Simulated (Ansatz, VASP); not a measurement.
# SiC: VASP beside Ansatz

```xyz
2
Lattice="0.0000 2.1023 2.3103 2.1570 0.0000 2.3103 2.1570 2.1023 0.0000" Properties=species:S:1:pos:R:3 pbc="T T T"
Si    0.0000    0.0000    0.0000
C     3.2355    3.1534    3.4655
```

Change from the starting cell: strain +e along x and -e along y -0.0350, strain +e along z and -e/2 along x and y -0.0400.

Alike in both runs: task single point; functional PBE; k mesh 10 × 10 × 10; occupations gaussian, width 0.05 eV; no spin polarisation.

```csv
,VASP,Ansatz
version,VASP 6.6.1,Ansatz 0.2.0
potentials or method,"VASP PAW PBE potentials, release 64 (Si, C), cutoff 600 eV","scalar-relativistic, plane waves, PAW"
valence electrons in the cell,8,8
```

|  | VASP | Ansatz | Ansatz less VASP |
| --- | --- | --- | --- |
| gap on the k mesh at the Fermi level (eV) | 0.76 | 0.77 | +0.002 |
| least direct gap on the mesh (eV) | 4.44 | 4.45 | +0.003 |
| pressure (GPa) | -0.1 | 0.1 | +0.18 |
| traceless stress, the component that is largest in VASP (GPa) | -16.23 | -16.19 | +0.039 |

With one functional, cell and mesh, what is left measures potentials, basis and numerics.
